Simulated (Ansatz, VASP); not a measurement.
Two plane-wave programs on Al2O3

```
CELL_PARAMETERS angstrom
2.88432 0.00000 0.00000
-1.44216 2.49790 0.00000
0.00000 0.00000 9.33675
ATOMIC_POSITIONS crystal
Al 0.00000 0.00000 0.14999
Al 0.00000 0.00000 0.85001
O 0.33333 0.66667 0.22232
O 0.66667 0.33333 0.00000
O 0.33333 0.66667 0.77768
```

Alike in both runs: task single point; functional LDA; k mesh 12 × 12 × 4; no spin polarisation.

|  | VASP | Ansatz |
| --- | --- | --- |
| version | VASP 6.6.1 | Ansatz 0.2.0 |
| potentials or method | VASP PAW LDA potentials, release 64 (Al, O), cutoff 520 eV | plane waves, PAW |
| occupations | gaussian, width 0.01 eV | fixed |
| valence electrons in the cell | 24 | 24 |

|  | VASP | Ansatz | Ansatz less VASP |
| --- | --- | --- | --- |
| pressure (GPa) | -6.4 | -7.0 | -0.57 |
| traceless stress, the component that is largest in VASP (GPa) | 1.40 | 1.88 | +0.483 |

LDA's correlation is that of Perdew and Zunger in VASP and of Perdew and Wang (1992) in Ansatz.
